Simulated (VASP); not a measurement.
# Mg (Cmcm) in VASP: a series of runs, part 2 of 3

VASP 6.6.1. The steps go on from the part before.

## Step 3: Single point, PBEsol (strain +0.0750 x Voigt [1, 0, 0, 0, 0, 0])

The input, INCAR:

```
PREC     = Accurate       # precision mode
ENCUT    = 520            # plane-wave cutoff, eV
EDIFF    = 1E-6           # SCF threshold, eV
ISMEAR   = 0              # smearing method
SIGMA    = 0.15           # smearing width, eV
LREAL    = False          # projectors in reciprocal space
LASPH    = True           # aspherical terms in the spheres
NELM     = 60             # most SCF steps
ALGO     = Fast           # electronic algorithm
ISIF     = 2              # what is computed and relaxed
LWAVE    = False          # write WAVECAR
LCHARG   = False          # write CHGCAR
GGA      = PS             # functional
NBANDS   = 9              # bands
```

The input, KPOINTS:

```
Automatic mesh
0
Gamma
  18 18 10
```

The input, POSCAR:

```
Mg
1.0
    3.4499668974      0.0000000000      0.0000000000
   -1.7249834487      2.7793106748      0.0000000000
    0.0000000000      0.0000000000      5.2103300000
Mg
2
Direct
    0.3333333333      0.6666666667      0.2500000000
    0.6666666667      0.3333333333      0.7500000000
```

Potentials or basis: VASP PAW PBE potentials, release 64 (Mg).

Command:

```sh
$ cat potpaw_PBE.64/Mg/POTCAR > POTCAR
$ mpirun -np 1 vasp_std > vasp.out
```

OUTCAR:

```text
PREC = Accurate
   ENCUT = 520
   EDIFF = 1E-6
   ISMEAR = 0
   LREAL = False
   LASPH = True
   NELM = 60
   ISIF = 2
   GGA = PS

 ion  position               nearest neighbor table
   1  0.333  0.667  0.250-   2 3.20   2 3.20   2 3.26   2 3.26   2 3.26   2 3.26
   2  0.667  0.333  0.750-   1 3.20   1 3.20   1 3.26   1 3.26   1 3.26   1 3.26

  Warning from LATTYP: Monoclinic adjustment (A1->A3, A2->A1, A3->A2)!
  LATTYP: Found a base centered orthorhombic cell.
 ALAT       =     3.4499668974
 B/A-ratio  =     1.6112100536
 C/A-ratio  =     1.5102550705
[... 473 lines left out ...]
      4       5.3016      0.00000
      5       8.1796      0.00000
      6      10.0422      0.00000
      7      10.7097      0.00000
      8      12.4296      0.00000
      9      13.0615      0.00000

 [... further k-points ...]
[... 5 lines left out ...]
  --------------------------------------------------------------------------------------
  -------------------------------------------------------------------------------------
  Total       -1.3578240     -0.7193429     -0.8050193      0.0000000      0.0000000      0.0000000
  in kB      -43.5448509    -23.0690264    -25.8166332      0.0000000      0.0000000      0.0000000
  external PRESSURE =     -30.8101702 kB  Pullay stress =       0.0000000 kB

 VOLUME and BASIS-vectors are now :
 -----------------------------------------------------------------------------
  energy-cutoff  :      520.00
  volume of cell :       49.96
      direct lattice vectors                 reciprocal lattice vectors
     3.449966897  0.000000000  0.000000000     0.289857854  0.179900723  0.000000000
    -1.724983449  2.779310675  0.000000000     0.000000000  0.359801446  0.000000000
     0.000000000  0.000000000  5.210330000     0.000000000  0.000000000  0.191926423

 POSITION                                       TOTAL-FORCE (eV/Angst)
 -----------------------------------------------------------------------------------
     -0.00000      1.85287      1.30258         0.000000     -0.051565      0.000000
      1.72498      0.92644      3.90775        -0.000000      0.051565      0.000000
 -----------------------------------------------------------------------------------
    total drift:                                0.000000     -0.000000      0.000000

  FREE ENERGIE OF THE ION-ELECTRON SYSTEM (eV)
  ---------------------------------------------------
  free  energy   TOTEN  =        -3.3821726252 eV

  energy  without entropy=       -3.3724464468  energy(sigma->0) =       -3.37730954
```

It took 1.8 min on 1 thread of Intel Xeon Platinum 8259CL at 2.50GHz (Skylake/Cascade Lake), shared host; peak memory 0.35 GiB.

What came out:

| Property | Result |
| --- | --- |
| Free energy | -3.3822 eV |
| Pressure | -3.1 GPa |
| Largest force | 0.052 eV/Å |
| Band gap on the k mesh | zero (band 2 reaches 3.25 eV, above the bottom of band 3 at 1.25 eV) |

Forces in eV/Å, atoms in the order of the input:
```
Mg   0.000 -0.052  0.000
Mg   0.000  0.052  0.000
```

Stress tensor (GPa, compression positive):
```
-4.35  0.00  0.00
 0.00 -2.31  0.00
 0.00  0.00 -2.58
```

Caveat: the cell differs from its parent crystal (strain +0.0750 x Voigt [1, 0, 0, 0, 0, 0]); the PAW data sets were made with another functional, which shifts forces and pressure a little.

## Step 4: Single point, PBEsol (strain +0.1125 x Voigt [1, 0, 0, 0, 0, 0])

Changes to INCAR since step 3:

```diff
@@ -2,3 +2,3 @@
 ENCUT    = 520            # plane-wave cutoff, eV
-EDIFF    = 1E-6           # SCF threshold, eV
+EDIFF    = 1E-7           # SCF threshold, eV
 ISMEAR   = 0              # smearing method
@@ -7,3 +7,3 @@
 LASPH    = True           # aspherical terms in the spheres
-NELM     = 60             # most SCF steps
+NELM     = 80             # most SCF steps
 ALGO     = Fast           # electronic algorithm
```

KPOINTS is that of step 3.

The input, POSCAR:

```
Mg
1.0
    3.5703145799      0.0000000000      0.0000000000
   -1.7851572899      2.7793106748      0.0000000000
    0.0000000000      0.0000000000      5.2103300000
Mg
2
Direct
    0.3333333333      0.6666666667      0.2500000000
    0.6666666667      0.3333333333      0.7500000000
```

Potentials or basis: VASP PAW PBE potentials, release 64 (Mg).

Command:

```sh
$ cat potpaw_PBE.64/Mg/POTCAR > POTCAR
$ mpirun -np 1 vasp_std > vasp.out
```

OUTCAR:

```text
PREC = Accurate
   ENCUT = 520
   EDIFF = 1E-7
   ISMEAR = 0
   LREAL = False
   LASPH = True
   NELM = 80
   ISIF = 2
   GGA = PS

 ion  position               nearest neighbor table
   1  0.333  0.667  0.250-   2 3.20   2 3.20   2 3.29   2 3.29   2 3.29   2 3.29
   2  0.667  0.333  0.750-   1 3.20   1 3.20   1 3.29   1 3.29   1 3.29   1 3.29

  Warning from LATTYP: Monoclinic adjustment (A1->A3, A2->A1, A3->A2)!
  LATTYP: Found a base centered orthorhombic cell.
 ALAT       =     3.5703145799
 B/A-ratio  =     1.5568996023
 C/A-ratio  =     1.4593475962
[... 472 lines left out ...]
      4       4.8549      0.00000
      5       7.7481      0.00000
      6       9.6272      0.00000
      7      10.3564      0.00000
      8      12.2432      0.00000
      9      12.6546      0.00000

 [... further k-points ...]
[... 5 lines left out ...]
  --------------------------------------------------------------------------------------
  -------------------------------------------------------------------------------------
  Total       -1.6687151     -0.9411852     -0.9809519     -0.0000000      0.0000000      0.0000000
  in kB      -51.7111215    -29.1659985    -30.3983132     -0.0000000      0.0000000      0.0000000
  external PRESSURE =     -37.0918111 kB  Pullay stress =       0.0000000 kB

 VOLUME and BASIS-vectors are now :
 -----------------------------------------------------------------------------
  energy-cutoff  :      520.00
  volume of cell :       51.70
      direct lattice vectors                 reciprocal lattice vectors
     3.570314580  0.000000000  0.000000000     0.280087364  0.179900723  0.000000000
    -1.785157290  2.779310675  0.000000000     0.000000000  0.359801446  0.000000000
     0.000000000  0.000000000  5.210330000     0.000000000  0.000000000  0.191926423

 POSITION                                       TOTAL-FORCE (eV/Angst)
 -----------------------------------------------------------------------------------
     -0.00000      1.85287      1.30258        -0.000000     -0.074958      0.000000
      1.78516      0.92644      3.90775         0.000000      0.074958     -0.000000
 -----------------------------------------------------------------------------------
    total drift:                               -0.000000      0.000000     -0.000000

  FREE ENERGIE OF THE ION-ELECTRON SYSTEM (eV)
  ---------------------------------------------------
  free  energy   TOTEN  =        -3.3301303265 eV

  energy  without entropy=       -3.3197938150  energy(sigma->0) =       -3.32496207
```

stdout:

```text
POSCAR found type information on POSCAR Mg
 POSCAR found :  1 types and       2 ions
 scaLAPACK will be used
 -----------------------------------------------------------------------------
|                                                                             |
|                                                                             |
|     You enforced a specific xc type in the INCAR file but a different       |
|     I HOPE YOU KNOW WHAT YOU ARE DOING!                                     |
|                                                                             |
 -----------------------------------------------------------------------------

 LDA part: xc-table for (Slater+PW92), standard interpolation
 POSCAR, INCAR and KPOINTS ok, starting setup
 FFT: planning ... GRIDC
 FFT: planning ... GRID_SOFT
 FFT: planning ... GRID
 WAVECAR not read
 entering main loop
```

Wall time 3.8 min (1 thread of Intel Xeon Platinum 8259CL at 2.50GHz (Skylake/Cascade Lake), shared host); peak memory 0.36 GiB.

Results:

```
Free energy            : -3.3301 eV
Pressure               : -3.7 GPa
Largest force          : 0.075 eV/Å
Band gap on the k mesh : zero (band 2 reaches 3.17 eV, above the bottom of band 3 at 1.23 eV)
```

Forces in eV/Å, atoms in the order of the input:
```
Mg   0.000 -0.075  0.000
Mg   0.000  0.075  0.000
```

Caveat: the cell differs from its parent crystal (strain +0.1125 x Voigt [1, 0, 0, 0, 0, 0]); the PAW data sets were made with another functional, which shifts forces and pressure a little.

(Continued in part 3 of 3.)
